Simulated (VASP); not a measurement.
# CuMo4 (Pm-3m) in VASP: further runs

CuMo4 is run at these levels: PBE; tasks: single point, relaxation of cell and atoms.

All numbers are computed with VASP 6.6.1; they aren't measurements. Logs are shortened: lines on timing, memory, paths and dates and some standing lists are left out, and cuts for length are marked.

### 1 The cell of the first run

Symmetry: Pm-3m, No. 221, cubic system. Conventional cell: a = 4.458 Å, b = 4.458 Å, c = 4.458 Å, α = 90.00°, β = 90.00°, γ = 90.00°. Within 2.9 Å of Cu (site symmetry m-3m) lie 6 Mo at 2.23 Å. Mo (site symmetry 4/mmm) has 2 Cu at 2.23 Å within 2.9 Å. Mo (site symmetry m-3m) has 12 Mo at 3.15 Å and 8 Cu at 3.86 Å within 4.1 Å.

### 2 Single point, PBE

The input, INCAR:

```
SYSTEM = CuMo4
ALGO = Normal
EDIFF = 1E-6
ENCUT = 520
GGA = PE
ISIF = 2
ISMEAR = 0
LASPH = .TRUE.
LCHARG = .FALSE.
LREAL = .FALSE.
LWAVE = .FALSE.
NBANDS = 42
NELM = 100
PREC = Accurate
SIGMA = 0.1
```

The input, KPOINTS:

```
k-points
0
G
  8 8 8
  0 0 0
```

The input, POSCAR:

```
CuMo4
1.0
    4.4578081449      0.0000000000      0.0000000000
    0.0000000000      4.4578081449      0.0000000000
    0.0000000000      0.0000000000      4.4578081449
Cu Mo
1 4
Direct
    0.0000000000      0.0000000000      0.0000000000
    0.5000000000      0.0000000000      0.0000000000
    0.0000000000      0.5000000000      0.0000000000
    0.0000000000      0.0000000000      0.5000000000
    0.5000000000      0.5000000000      0.5000000000
```

Potentials or basis: VASP PAW PBE potentials, release 64 (Cu, Mo_sv).

Run with:

```console
$ cat potpaw_PBE.64/Cu/POTCAR potpaw_PBE.64/Mo_sv/POTCAR > POTCAR
$ mpirun -np 1 vasp_std > vasp.out
```

OUTCAR:

```text
SYSTEM = CuMo4
   EDIFF = 1E-6
   ENCUT = 520
   GGA = PE
   ISIF = 2
   ISMEAR = 0
   LASPH = .TRUE.
   LREAL = .FALSE.
   NELM = 100
   PREC = Accurate

 ion  position               nearest neighbor table
   1  0.000  0.000  0.000-   2 2.23   3 2.23   4 2.23   4 2.23   3 2.23   2 2.23
   2  0.500  0.000  0.000-   1 2.23   1 2.23   4 3.15   5 3.15   4 3.15   5 3.15   3 3.15   5 3.15
                             5 3.15   3 3.15   3 3.15   4 3.15   4 3.15   3 3.15
   3  0.000  0.500  0.000-   1 2.23   1 2.23   4 3.15   5 3.15   4 3.15   5 3.15   2 3.15   2 3.15
                             4 3.15   4 3.15   2 3.15   5 3.15   5 3.15   2 3.15
   4  0.000  0.000  0.500-   1 2.23   1 2.23   3 3.15   5 3.15   2 3.15   2 3.15   3 3.15   3 3.15
                             5 3.15   3 3.15   2 3.15   5 3.15   2 3.15   5 3.15
   5  0.500  0.500  0.500-   2 3.15   3 3.15   4 3.15   2 3.15   3 3.15   2 3.15   4 3.15   2 3.15
                             3 3.15   4 3.15   3 3.15   4 3.15

  LATTYP: Found a simple cubic cell.
 ALAT       =     4.4578081449

  Lattice vectors:

 A1 = (   4.4578081449,   0.0000000000,   0.0000000000)
 A2 = (   0.0000000000,   4.4578081449,   0.0000000000)
 A3 = (   0.0000000000,   0.0000000000,   4.4578081449)

Analysis of symmetry for initial positions (statically):
=====================================================================
 Subroutine PRICEL returns:
 Original cell was already a primitive cell.

 Routine SETGRP: Setting up the symmetry group for a
 simple cubic supercell.

 Subroutine GETGRP returns: Found 48 space group operations
 (whereof 48 operations were pure point group operations)
 out of a pool of 48 trial point group operations.

The static configuration has the point symmetry O_h .

Analysis of symmetry for dynamics (positions and initial velocities):
=====================================================================
 Subroutine PRICEL returns:
 Original cell was already a primitive cell.

 Routine SETGRP: Setting up the symmetry group for a
 simple cubic supercell.

 Subroutine GETGRP returns: Found 48 space group operations
 (whereof 48 operations were pure point group operations)
 out of a pool of 48 trial point group operations.

The dynamic configuration has the point symmetry O_h .

 Subroutine INISYM returns: Found 48 space group operations
 (whereof 48 operations are pure point group operations),
 and found     1 'primitive' translations

----------------------------------------------------------------------------------------

                                     Primitive cell

  volume of cell :      88.5858

  direct lattice vectors                    reciprocal lattice vectors
     4.457808145  0.000000000  0.000000000     0.224325491  0.000000000  0.000000000
     0.000000000  4.457808145  0.000000000     0.000000000  0.224325491  0.000000000
     0.000000000  0.000000000  4.457808145     0.000000000  0.000000000  0.224325491

  length of vectors
     4.457808145  4.457808145  4.457808145     0.224325491  0.224325491  0.224325491

  position of ions in fractional coordinates (direct lattice)
     0.000000000  0.000000000  0.000000000
     0.500000000  0.000000000  0.000000000
     0.000000000  0.500000000  0.000000000
     0.000000000  0.000000000  0.500000000
     0.500000000  0.500000000  0.500000000

  ion indices of the primitive-cell ions
   primitive index   ion index
                 1           1
                 2           2
                 3           3
                 4           4
                 5           5

----------------------------------------------------------------------------------------

 KPOINTS: k-points

Automatic generation of k-mesh.
 Grid dimensions read from file:
 generate k-points for:    8    8    8

 Generating k-lattice:

  Cartesian coordinates                     Fractional coordinates (reciprocal lattice)
     0.028040686  0.000000000  0.000000000     0.125000000  0.000000000  0.000000000
     0.000000000  0.028040686  0.000000000     0.000000000  0.125000000  0.000000000
     0.000000000  0.000000000  0.028040686     0.000000000  0.000000000  0.125000000

  Length of vectors
     0.028040686  0.028040686  0.028040686

  Shift w.r.t. Gamma in fractional coordinates (k-lattice)
     0.000000000  0.000000000  0.000000000

 Subroutine IBZKPT returns following result:
 ===========================================

 Found     35 irreducible k-points:

 Following reciprocal coordinates:
            Coordinates               Weight
  0.000000  0.000000  0.000000      1.000000
  0.125000  0.000000  0.000000      6.000000
  0.250000  0.000000  0.000000      6.000000
  0.375000  0.000000  0.000000      6.000000
  0.500000  0.000000  0.000000      3.000000
  0.125000  0.125000  0.000000     12.000000
[... 16 lines left out ...]
  0.375000  0.375000  0.125000     24.000000
  0.500000  0.375000  0.125000     24.000000
 [... further k-points ...]
   k-points           NKPTS =     35   k-points in BZ     NKDIM =     35   number of bands    NBANDS=     42
   number of dos      NEDOS =    301   number of ions     NIONS =      5
   total plane-waves  NPLWV =  46656
   dimension x,y,z NGX =    36 NGY =   36 NGZ =   36
   dimension x,y,z NGXF=    72 NGYF=   72 NGZF=   72
   ions per type =               1   4
   NGX,Y,Z   is equivalent  to a cutoff of  13.43, 13.43, 13.43 a.u.
   NGXF,Y,Z  is equivalent  to a cutoff of  26.85, 26.85, 26.85 a.u.
 SYSTEM =  CuMo4
   PREC   = accura    normal or accurate (medium, high low for compatibility)
   ISTART =      0    job   : 0-new  1-cont  2-samecut
   ICHARG =      2    charge: 1-file 2-atom 10-const
   ISPIN  =      1    spin polarized calculation?
   LNONCOLLINEAR =      F non collinear calculations
   LSORBIT =      F    spin-orbit coupling
   LASPH  =      T    aspherical Exc in radial PAW
   ENCUT  =  520.0 eV  38.22 Ry    6.18 a.u.   8.29  8.29  8.29*2*pi/ulx,y,z
   NELM   =    100;   NELMIN=  2; NELMDL= -5     # of ELM steps
   EDIFF  = 0.1E-05   stopping-criterion for ELM
   LREAL  =      F    real-space projection
   EDIFFG = 0.1E-04   stopping-criterion for IOM
   NSW    =      0    number of steps for IOM
   IBRION =     -1    ionic relax: 0-MD 1-quasi-New 2-CG
   NFREE  =      0    steps in history (QN), initial steepest desc. (CG)
   ISIF   =      2    stress and relaxation
   ISYM   =      2    0-nonsym 1-usesym 2-fastsym
   POTIM  = 0.5000    time-step for ionic-motion
   TEBEG  =    0.0;   TEEND  =   0.0 temperature during run
   PSTRESS=    0.0 pullay stress
   NELECT =      67.0000    total number of electrons
   NUPDOWN=      -1.0000    fix difference up-down
   EMIN   =  10.00;   EMAX   =-10.00  energy-range for DOS
   EFERMI =   0.00;   METHOD = LEGACY
   ISMEAR =     0;   SIGMA  =   0.10  broadening in eV -4-tet -1-fermi 0-gaus
   EFERMI_NEDOS =   21; number of points for ismear=-14 and -15
   IALGO  =     38    algorithm
   IMIX   =      4    mixing-type and parameters
     AMIX     =   0.40;   BMIX     =  1.00
     AMIX_MAG =   1.60;   BMIX_MAG =  1.00
  volume/ion in A,a.u.               =      17.72       119.56
  Fermi-wavevector in a.u.,A,eV,Ry     =   1.491575  2.818668 30.270182  2.224796
  Thomas-Fermi vector in A             =   2.604213
   LORBIT       =      0    0 simple, 1 ext, 2 COOP (PROOUT), +10 PAW based schemes
   GGA     = PE    functional components
   LHFCALC =     F    Hartree Fock is set to
   AEXX    =    0.0000 exact exchange contribution
   IVDW    =     0    specifies the selected vdW correction
   LEPSILON=     F    determine dielectric tensor
   LRPA    =     F    only Hartree local field effects (RPA)
 non-spin polarized calculation
 Gauss-broadening in eV      SIGMA  =   0.10
  energy-cutoff  :      520.00
  volume of cell :       88.59
 maximum number of plane-waves:      2409
 NGX is ok and might be reduce to    36
   NGX = 17   NGY = 17   NGZ = 17

 number of electron      67.0000019 magnetization

 Free energy of the ion-electron system (eV)
  ---------------------------------------------------
  ext. energy  EPLUGINS =         0.00000000
  ---------------------------------------------------
  free energy    TOTEN  =       -38.90595539 eV

  energy without entropy =      -38.86686867  energy(sigma->0) =      -38.88641203

 E-fermi :   9.0801     XC(G=0): -12.2258

 val. band max:        9.0749855410   @ k =   0.2500   0.0000   0.0000
 cond. band min:       9.0912834645   @ k =   0.1250   0.0000   0.0000
 fundamental gap:      0.0162979235
 Fermi energy:         9.0800841384

 k-point     1 :       0.0000    0.0000    0.0000
  band No.  band energies     occupation
      1     -51.9850      2.00000
      2     -51.8573      2.00000
      3     -51.8072      2.00000
      4     -51.8072      2.00000
      5     -26.1933      2.00000
      6     -26.1933      2.00000
[... 34 lines left out ...]
     41      11.8387      0.00000
     42      11.8399      0.00000

 k-point     2 :       0.1250    0.0000    0.0000
  band No.  band energies     occupation
      1     -51.9841      2.00000
      2     -51.8561      2.00000
      3     -51.8089      2.00000
      4     -51.8072      2.00000
      5     -26.1851      2.00000
      6     -26.1851      2.00000
[... 34 lines left out ...]
     41      11.7163      0.00000
     42      11.8722      0.00000

 k-point     3 :       0.2500    0.0000    0.0000
  band No.  band energies     occupation
      1     -51.9819      2.00000
      2     -51.8529      2.00000
      3     -51.8132      2.00000
      4     -51.8072      2.00000
      5     -26.1629      2.00000
      6     -26.1629      2.00000
[... 34 lines left out ...]
     41      11.6196      0.00000
     42      11.8669      0.00000

 k-point     4 :       0.3750    0.0000    0.0000
  band No.  band energies     occupation
      1     -51.9796      2.00000
      2     -51.8486      2.00000
      3     -51.8186      2.00000
      4     -51.8071      2.00000
      5     -26.1373      2.00000
      6     -26.1343      2.00000
[... 844 lines left out ...]
     41      11.1640      0.00000
     42      11.3597      0.00000

 k-point    23 :       0.3750    0.3750    0.1250
  band No.  band energies     occupation
      1     -51.9770      2.00000
      2     -51.8358      2.00000
      3     -51.8211      2.00000
      4     -51.8166      2.00000
      5     -26.2662      2.00000
      6     -26.0790      2.00000
[... 34 lines left out ...]
     41      10.9465      0.00000
     42      11.4046      0.00000

 k-point    24 :       0.5000    0.3750    0.1250
  band No.  band energies     occupation
      1     -51.9767      2.00000
      2     -51.8321      2.00000
      3     -51.8232      2.00000
      4     -51.8180      2.00000
      5     -26.2764      2.00000
      6     -26.0664      2.00000
[... 34 lines left out ...]
     41      10.8033      0.00000
     42      11.8809      0.00000

 [... further k-points ...]
[... 5 lines left out ...]
  --------------------------------------------------------------------------------------
  -------------------------------------------------------------------------------------
  Total        0.1587315      0.1587315      0.1587315      0.0000000      0.0000000     -0.0000000
  in kB        2.8708443      2.8708443      2.8708443      0.0000000      0.0000000     -0.0000000
  external PRESSURE =       2.8708443 kB  Pullay stress =       0.0000000 kB

 VOLUME and BASIS-vectors are now :
 -----------------------------------------------------------------------------
  energy-cutoff  :      520.00
  volume of cell :       88.59
      direct lattice vectors                 reciprocal lattice vectors
     4.457808145  0.000000000  0.000000000     0.224325491  0.000000000  0.000000000
     0.000000000  4.457808145  0.000000000     0.000000000  0.224325491  0.000000000
     0.000000000  0.000000000  4.457808145     0.000000000  0.000000000  0.224325491

 POSITION                                       TOTAL-FORCE (eV/Angst)
 -----------------------------------------------------------------------------------
      0.00000      0.00000      0.00000         0.000000      0.000000      0.000000
      2.22890      0.00000      0.00000         0.000000      0.000000      0.000000
      0.00000      2.22890      0.00000         0.000000      0.000000      0.000000
      0.00000      0.00000      2.22890         0.000000      0.000000      0.000000
      2.22890      2.22890      2.22890         0.000000      0.000000      0.000000
 -----------------------------------------------------------------------------------
    total drift:                                0.000000      0.000000     -0.000000

  FREE ENERGIE OF THE ION-ELECTRON SYSTEM (eV)
  ---------------------------------------------------
  free  energy   TOTEN  =       -38.9059553929 eV

  energy  without entropy=      -38.8668686741  energy(sigma->0) =      -38.88641203
```

It took 78 s on 1 thread of Intel Xeon Platinum 8488C (Sapphire Rapids), shared host; peak memory 0.26 GiB.

What came out:

* Free energy: -38.9060 eV
* Pressure: 0.3 GPa

### 3 Relaxation of cell and atoms, PBE

The input, INCAR:

```
ALGO     = Normal         # electronic algorithm
EDIFF    = 1E-6           # SCF threshold, eV
EDIFFG   = -0.01          # ionic threshold
ENCUT    = 600            # plane-wave cutoff, eV
GGA      = PE             # functional
IBRION   = 2              # ionic algorithm
ISIF     = 3              # what is computed and relaxed
ISMEAR   = 0              # smearing method
LASPH    = True           # aspherical terms in the spheres
LCHARG   = False          # write CHGCAR
LREAL    = False          # projectors in reciprocal space
LWAVE    = False          # write WAVECAR
NELM     = 100            # most SCF steps
NSW      = 100            # ionic steps
PREC     = Accurate       # precision mode
SIGMA    = 0.1            # smearing width, eV
```

The input, KPOINTS:

```
k-points
0
Gamma
  8 8 8
```

Changes to POSCAR since step 2:

```diff
@@ -2,5 +2,5 @@
 1.0
-    4.4578081449      0.0000000000      0.0000000000
-    0.0000000000      4.4578081449      0.0000000000
-    0.0000000000      0.0000000000      4.4578081449
+    4.4592079900      0.0000000000      0.0000000000
+    0.0000000000      4.4592079900      0.0000000000
+    0.0000000000      0.0000000000      4.4592079900
 Cu Mo
```

Potentials or basis: VASP PAW PBE potentials, release 64 (Cu, Mo_sv).

Run with:

```console
$ cat potpaw_PBE.64/Cu/POTCAR potpaw_PBE.64/Mo_sv/POTCAR > POTCAR
$ mpirun -np 1 vasp_std > vasp.out
```

Wall time 80 s (1 thread of Intel Xeon Platinum 8488C (Sapphire Rapids), shared host); peak memory 0.29 GiB.

The run converged. Its results:

- Free energy: -38.9056 eV
- Pressure after relaxing: 0.1 GPa

Final structure:
```
Cu Mo
1.0
     4.45921    0.00000    0.00000
     0.00000    4.45921    0.00000
     0.00000    0.00000    4.45921
Cu Mo
1 4
Direct
  0.00000 0.00000 0.00000
  0.50000 0.00000 0.00000
  0.00000 0.50000 0.00000
  0.00000 0.00000 0.50000
  0.50000 0.50000 0.50000
```

Levels at points of the mesh, in eV from the Fermi level:
| k point | band 29 | band 30 | band 31 | band 32 | band 33 | band 34 | band 35 | band 36 | band 37 | band 38 |
| --- | --- | --- | --- | --- | --- | --- | --- | --- | --- | --- |
| (0.00, 0.00, 0.00) | 0.06 | 0.06 | 0.06 | 1.48 | 1.48 | 1.57 | 1.57 | 1.57 | 2.43 | 2.53 |
| (0.50, 0.00, 0.00) | -1.57 | -0.78 | -0.78 | -0.49 | 0.07 | 0.44 | 0.44 | 0.47 | 0.85 | 0.90 |
| (0.50, 0.50, 0.00) | -1.41 | -1.35 | -1.10 | -0.89 | -0.89 | -0.39 | -0.39 | 0.35 | 0.41 | 0.66 |
| (0.50, 0.50, 0.50) | -1.45 | -0.81 | -0.81 | -0.81 | -0.58 | -0.58 | 0.93 | 0.93 | 0.93 | 1.98 |

Caveat: the relaxation stopped at its first step, so nothing moved.

### 4 Single point, PBE

The input, INCAR:

```
ALGO = Normal
EDIFF = 1E-7
ENCUT = 520
GGA = PE
ISIF = 2
ISMEAR = 0
LASPH = T
LCHARG = F
LREAL = F
LWAVE = F
NBANDS = 42
NELM = 100
PREC = Accurate
SIGMA = 0.1
```

The input, KPOINTS:

```
k-points
0
Gamma
  4 4 4
```

POSCAR is that of step 3.

Run with:

```console
$ cat potpaw_PBE.64/Cu/POTCAR potpaw_PBE.64/Mo_sv/POTCAR > POTCAR
$ mpirun -np 1 vasp_std > vasp.out
```

Wall time 33 s (1 thread of Intel Xeon Platinum 8488C (Sapphire Rapids), shared host); peak memory 0.21 GiB.

The run converged. Its results:

- Free energy: -38.8923 eV
- Pressure: 0.2 GPa

Levels at points of the mesh, in eV from the Fermi level:
| k point | band 31 | band 32 | band 33 | band 34 | band 35 | band 36 |
| --- | --- | --- | --- | --- | --- | --- |
| (0.00, 0.00, 0.00) | 0.08 | 1.52 | 1.52 | 1.61 | 1.61 | 1.61 |
| (0.50, 0.00, 0.00) | -0.75 | -0.47 | 0.11 | 0.48 | 0.48 | 0.52 |
| (0.50, 0.50, 0.00) | -1.05 | -0.85 | -0.85 | -0.36 | -0.36 | 0.41 |
| (0.50, 0.50, 0.50) | -0.78 | -0.78 | -0.53 | -0.53 | 0.98 | 0.98 |

(Part 1 of 2 ends here.)
